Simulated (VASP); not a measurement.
A run of VASP 6.6.1 is set up as follows.

Contents of INCAR:

```
ALGO = Normal ; EDIFF = 1E-6
ENCUT = 700 ; GGA = RP
GGA_COMPAT = False ; ISIF = 2
ISMEAR = -1 ; LASPH = True
LCHARG = False ; LREAL = False
LWAVE = False ; NBANDS = 36
NELM = 120 ; PREC = Accurate
SIGMA = 0.05
```

Contents of KPOINTS:

```
k-points
0
Gamma
  6 6 9
```

File POSCAR:

```
TaN
1.0
    5.1910000000      0.0000000000      0.0000000000
   -2.5955000000      4.4955378710      0.0000000000
    0.0000000000      0.0000000000      2.9080000000
Ta N
3 3
Direct
    0.6666666667      0.3333333333      0.5000000000
    0.3333333333      0.6666666667      0.5000000000
    0.0000000000      0.0000000000      0.0000000000
    0.0000000000      0.5000000000      0.0000000000
    0.5000000000      0.5000000000      0.0000000000
    0.5000000000      0.0000000000      0.0000000000
```

Potentials or basis: VASP PAW PBE potentials, release 64 (Ta_sv_GW, N).

Run with:

```sh
$ cat potpaw_PBE.64/Ta_sv_GW/POTCAR potpaw_PBE.64/N/POTCAR > POTCAR
$ mpirun -np 1 vasp_std > vasp.out
```

(1) Predict the pressure.

(2) What does it give for the band gap on the k mesh?

## Answers

(1) 14.2 GPa.

(2) zero (bands 27 and 28 overlap by 2.05 eV).

Caveat: the cell stands under pressure; the PAW data sets were made with another functional, which shifts forces and pressure a little; spin-orbit coupling is left out, which moves the levels of the heavy elements.
